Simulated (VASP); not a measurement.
Wanted: the native input for a VASP 6.6.1 run.

```
Task                   : single point
Functional             : PBE
Potentials or basis    : VASP PAW PBE potentials, release 64 (B)
Cutoff                 : 520 eV
k mesh                 : 4 × 4 × 4
Occupations            : gaussian, width 0.1 eV
Spin                   : no spin polarisation
Dipole correction      : no
Further INCAR settings : ALGO = Normal; EDIFF = 1e-07; NBANDS = 22
```

The structure of B lies in POSCAR:

```
B
1.0
    2.4034936068     -3.0453207815      0.0000000000
    2.4034936068      3.0453207815      0.0000000000
    0.0000000000      0.0000000000      4.7812286453
B
8
Direct
    0.6733333848      0.9317525052      0.4356441199
    0.9317525052      0.6733333848      0.9356441199
    0.3266666152      0.0682474948      0.9356441199
    0.6733333848      0.9317525052      0.0643558801
    0.3266666152      0.0682474948      0.5643558801
    0.0682474948      0.3266666152      0.4356441199
    0.9317525052      0.6733333848      0.5643558801
    0.0682474948      0.3266666152      0.0643558801
```

These files were run (other wordings do the same):

INCAR

```
SYSTEM = B
PREC     = Accurate       ! precision mode
ENCUT    = 520            ! plane-wave cutoff, eV
EDIFF    = 1E-7           ! SCF threshold, eV
ISMEAR   = 0              ! smearing method
SIGMA    = 0.1            ! smearing width, eV
LREAL    = .False.        ! projectors in reciprocal space
LASPH    = .True.         ! aspherical terms in the spheres
NELM     = 100            ! most SCF steps
ALGO     = Normal         ! electronic algorithm
ISIF     = 2              ! what is computed and relaxed
LWAVE    = .False.        ! write WAVECAR
LCHARG   = .True.         ! write CHGCAR
GGA      = PE             ! functional
LELF     = .True.         ! ELF
LVHAR    = .True.       
NBANDS   = 22             ! bands
```

KPOINTS

```
regular mesh
0
Gamma
  4 4 4
  0 0 0
```

Potentials or basis: VASP PAW PBE potentials, release 64 (B).

Command:

```bash
$ cat potpaw_PBE.64/B/POTCAR > POTCAR
$ mpirun -np 1 vasp_std > vasp.out
```

It gave:

The pressure is -0.1 GPa and the largest force is 0.005 eV/Å. The band gap on the k mesh is zero (band 12 reaches 4.07 eV, above the bottom of band 13 at 2.96 eV).

Caveat: the k points lie up to 0.42 Å⁻¹ apart.

Wall time 13 s on 1 thread of Intel(R) Xeon(R) 6975P-C (Granite Rapids), with other jobs on the host, peak memory 0.17 GiB.
